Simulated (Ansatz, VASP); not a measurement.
## One calculation of B, two programs

```
B
1.0
     1.70563    0.00000    0.00000
    -0.85281    1.47712    0.00000
     0.00000    0.00000    8.91519
B
2
Direct
  0.33333 0.66667 0.25000
  0.66667 0.33333 0.75000
```

Alike in both runs: task relaxation of cell and atoms; functional PBE; k mesh 27 × 27 × 6; occupations gaussian, width 0.1 eV; no spin polarisation.

|  | VASP | Ansatz |
| --- | --- | --- |
| version | VASP 6.6.1 | Ansatz 0.2.0 |
| potentials or method | VASP PAW PBE potentials, release 64 (B), cutoff 600 eV | scalar-relativistic, plane waves, PAW |
| valence electrons in the cell | 6 | 6 |

VASP gave:

```
gap on the k mesh at the Fermi level, each at its own relaxed structure (eV) : none
relaxed volume (Å³/atom)                                                     : 11.32
relaxed cell length with the largest relative difference (Å)                 : 8.915
```

Problem. Estimate Ansatz's values.

Solution. gap on the k mesh at the Fermi level, each at its own relaxed structure (eV): none; relaxed volume (Å³/atom): 11.65; relaxed cell length with the largest relative difference (Å): 9.176.

A gap of «none» marks a metal or a gap that the smearing closes.
